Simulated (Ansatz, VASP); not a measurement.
**Yb3InC: VASP beside Ansatz**

Contents of INCAR:

```
PREC = Accurate ; ENCUT = 600
EDIFF = 1E-6 ; ISMEAR = -1
SIGMA = 0.1 ; LREAL = F
LASPH = T ; NELM = 200
ALGO = Normal ; ISIF = 2
LWAVE = F ; LCHARG = T
GGA = PE ; LELF = T
LVHAR = T ; NBANDS = 52
GGA_COMPAT = F ; LMAXMIX = 6
```

Contents of KPOINTS:

```
regular mesh
0
Gamma
  5 5 5
```

The input POSCAR:

```
Yb3InC
1.0
    5.0632470000      0.0000000000      0.0000000000
    0.0000000000      5.0632470000      0.0000000000
    0.0000000000      0.0000000000      5.0632470000
Yb In C
3 1 1
Direct
    0.5000000000      0.0000000000      0.5000000000
    0.0000000000      0.5000000000      0.5000000000
    0.5000000000      0.5000000000      0.0000000000
    0.0000000000      0.0000000000      0.0000000000
    0.5000000000      0.5000000000      0.5000000000
```

Input for Ansatz:

```yaml
crystal:
  lattice:
    bravais: cubic
    a: 5.063247
  space_group: 221
  atoms:
    - { symbol: Yb, position: [0.5, 0.0, 0.5] }
    - { symbol: In, position: [0.0, 0.0, 0.0] }
    - { symbol: C, position: [0.5, 0.5, 0.5] }
kpoints:
  mp_grid:
    grid: [5, 5, 5]
hamiltonian:
  xc: pbe
scf:
  occupations:
    method: fermi_dirac
output:
  stress: true
```

Alike in both runs: task single point; functional PBE; k mesh 5 × 5 × 5; no spin polarisation.

```csv
,VASP,Ansatz
version,VASP 6.6.1,Ansatz 0.2.0
potentials or method,"VASP PAW PBE potentials, release 64 (Yb, In_d, C)","plane waves, PAW"
plane-wave cutoff (eV),600,420
occupations,"fermi-dirac, width 0.1 eV",fermi-dirac
valence electrons in the cell,89,89
```

```csv
,VASP,Ansatz,Ansatz less VASP
pressure (GPa),-2.5,-3.7,-1.21
```

Neither program's run includes spin-orbit coupling.
